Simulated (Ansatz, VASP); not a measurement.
# One calculation of BN, two programs

File POSCAR:

```
BN
1.0
    3.6260020000      0.0000000000      0.0000000000
    0.0000000000     -3.6260020000      0.0000000000
    0.0000000000      0.0000000000     -3.6260020000
B N
4 4
Direct
    0.0000000000      0.5000000000      0.5000000000
    0.5000000000      0.0000000000      0.5000000000
    0.5000000000      0.5000000000      0.0000000000
    0.0000000000      0.0000000000      0.0000000000
    0.7500000000      0.7500000000      0.7017374784
    0.2500000000      0.2500000000      0.7500000000
    0.2500000000      0.7500000000      0.2500000000
    0.7500000000      0.2500000000      0.2500000000
```

Contents of INCAR.step1:

```
SYSTEM = BN
  ALGO = Normal
  EDIFF = 1E-4
  ENCUT = 520
  GGA = PE
  ISMEAR = 0
  LASPH = .True.
  LCHARG = .False.
  LREAL = .False.
  LWAVE = .True.
  NBANDS = 26
  NELM = 60
  PREC = Accurate
  SIGMA = 0.05
```

INCAR.step2

```
SYSTEM = BN
  ALGO = Normal
  EDIFF = 1E-6
  ENCUT = 520
  ISIF = 2
  ISMEAR = 0
  ISTART = 1
  LASPH = .True.
  LCHARG = .True.
  LELF = .True.
  LMIXTAU = .True.
  LREAL = .False.
  LVHAR = .True.
  LWAVE = .False.
  METAGGA = R2SCAN
  NBANDS = 26
  NELM = 60
  PREC = Accurate
  SIGMA = 0.05
```

Contents of KPOINTS:

```
k-points
0
Gamma
  6 6 6
  0 0 0
```

Input for Ansatz:

```yaml
crystal:
  lattice:
    - [3.626002, 0.0, 0.0]
    - [0.0, -3.626002, 0.0]
    - [0.0, 0.0, -3.626002]
  atoms:
    - { symbol: B, position: [0.0, 0.5, 0.5] }
    - { symbol: B, position: [0.5, 0.0, 0.5] }
    - { symbol: B, position: [0.5, 0.5, 0.0] }
    - { symbol: B, position: [0.0, 0.0, 0.0] }
    - { symbol: "N", position: [0.75, 0.75, 0.7017374784] }
    - { symbol: "N", position: [0.25, 0.25, 0.75] }
    - { symbol: "N", position: [0.25, 0.75, 0.25] }
    - { symbol: "N", position: [0.75, 0.25, 0.25] }
basis:
  ecutwfc: 500
kpoints:
  mp_grid: { grid: [6, 6, 6] }
hamiltonian:
  xc: r2scan
scf:
  occupations: { method: gaussian, width: 0.05 }
output:
  forces: true
  stress: true
  eigenvalues: true
```

Alike in both runs: task single point; functional r2SCAN; k mesh 6 × 6 × 6; occupations gaussian, width 0.05 eV; no spin polarisation.

```csv
,VASP,Ansatz
version,VASP 6.6.1,Ansatz 0.2.0
potentials or method,"VASP PAW PBE potentials, release 64 (B, N), cutoff 520 eV","scalar-relativistic, plane waves, PAW"
valence electrons in the cell,32,32
```

```tsv
	VASP	Ansatz	Ansatz less VASP
gap on the k mesh at the Fermi level (eV)	4.47	4.48	+0.018
least direct gap on the mesh (eV)	4.47	4.48	+0.018
pressure (GPa)	-1.4	-2.4	-1.03
traceless stress, the component that is largest in VASP (GPa)	-1.74	-1.72	+0.022
rms of the force components (eV/Å)	1.385	1.381	-0.0039
```

VASP's potentials were made for PBE, not for r2SCAN. Atom by atom the forces differ by 0.007 eV/Å (rms over components). The functional is the same, so the differences come from potentials, cutoffs and numerics.
